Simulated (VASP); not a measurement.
A run of VASP 6.6.1:

INCAR

```
PREC = Accurate ; ENCUT = 520
EDIFF = 1E-7 ; ISMEAR = -1
SIGMA = 0.1 ; LREAL = False
LASPH = True ; NELM = 80
ALGO = Normal ; ISIF = 2
LWAVE = False ; LCHARG = False
GGA = PE ; NBANDS = 20
```

KPOINTS

```
Automatic mesh
0
Gamma
  12 12 7
```

POSCAR

```
In
1.0
    3.4000647759      0.0000000000      0.0000000000
   -1.7000323879      2.9445424705      0.0000000000
    0.0000000000      0.0000000000      5.5260131684
In
2
Direct
    0.3333333333      0.6666666667      0.2500000000
    0.6666666667      0.3333333333      0.7500000000
```

Potentials or basis: VASP PAW PBE potentials, release 64 (In_d).

Run with:

```console
$ cat potpaw_PBE.64/In_d/POTCAR > POTCAR
$ mpirun -np 1 vasp_std > vasp.out
```

Hardware: 1 thread of Intel(R) Xeon(R) 6975P-C (Granite Rapids), on a shared host.

Problem. How long does it take, and how much memory?

Solution. It took 34 s on 1 thread of Intel(R) Xeon(R) 6975P-C (Granite Rapids), with other jobs on the host, peak memory 0.21 GiB. Counts: scf iterations 13, k points 76.
